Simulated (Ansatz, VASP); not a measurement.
**Two plane-wave programs on CdH2**

```xyz
3
Lattice="0.0000 2.9376 2.9376 2.9376 0.0000 2.9376 2.9376 2.9376 0.0000" Properties=species:S:1:pos:R:3 pbc="T T T"
Cd    0.0000    0.0000    0.0000
H     1.4688    1.4688    1.4688
H     4.4063    4.4063    4.4063
```

Change from the starting cell: ordered vacancies on the cation sites of caesium chloride (Fm-3m, No. 225).

Alike in both runs: task single point; functional PBE; k mesh 6 × 6 × 6; occupations gaussian, width 0.1 eV; no spin polarisation.

```csv
,VASP,Ansatz
version,VASP 6.6.1,Ansatz 0.2.0
potentials or method,"VASP PAW PBE potentials, release 64 (Cd, H), cutoff 520 eV","scalar-relativistic, plane waves, PAW"
valence electrons in the cell,14,22
```

```csv
,VASP,Ansatz,Ansatz less VASP
gap on the k mesh at the Fermi level (eV),none,none,-
pressure (GPa),-10.2,-10.2,0.00
```

A gap of «none» marks a metal or a gap that the smearing closes. With one functional, cell and mesh, what is left measures potentials, basis and numerics. VASP's potentials hold 14 valence electrons a cell and Ansatz's 22, so a difference there can come from the potentials and not from the codes.
